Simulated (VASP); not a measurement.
A run of VASP 6.6.1:

File INCAR:

```
SYSTEM = Ru
PREC     = Accurate       ! precision mode
ENCUT    = 520            ! plane-wave cutoff, eV
EDIFF    = 1E-7           ! SCF threshold, eV
ISMEAR   = -1             ! smearing method
SIGMA    = 0.1            ! smearing width, eV
LREAL    = .False.        ! projectors in reciprocal space
LASPH    = .True.         ! aspherical terms in the spheres
NELM     = 80             ! most SCF steps
ALGO     = Normal         ! electronic algorithm
ISIF     = 2              ! what is computed and relaxed
LWAVE    = .False.        ! write WAVECAR
LCHARG   = .True.         ! write CHGCAR
GGA      = CA             ! functional
LELF     = .True.         ! ELF
LVHAR    = .True.       
NBANDS   = 21             ! bands
```

KPOINTS

```
regular mesh
0
Gamma
  7 7 4
  0 0 0
```

POSCAR

```
Ru
1.0
    2.6868442090      0.0000000000      0.0000000000
   -1.3434221045      2.3268753410      0.0000000000
    0.0000000000      0.0000000000      4.1966141698
Ru
2
Direct
    0.3333333333      0.6666666667      0.2500000000
    0.6666666667      0.3333333333      0.7500000000
```

Potentials or basis: VASP PAW LDA potentials, release 64 (Ru_pv).

Command:

```console
$ cat potpaw_LDA.64/Ru_pv/POTCAR > POTCAR
$ mpirun -np 1 vasp_std > vasp.out
```

Hardware: 1 thread of Intel(R) Xeon(R) Platinum 8259CL CPU @ 2.50GHz (Skylake/Cascade Lake), on a shared host.

Task: How long does it take, and how much memory?

Result: It took 13 s on 1 thread of Intel(R) Xeon(R) Platinum 8259CL CPU @ 2.50GHz (Skylake/Cascade Lake), on a shared host, peak memory 0.13 GiB. Counts: scf iterations 13, k points 24.
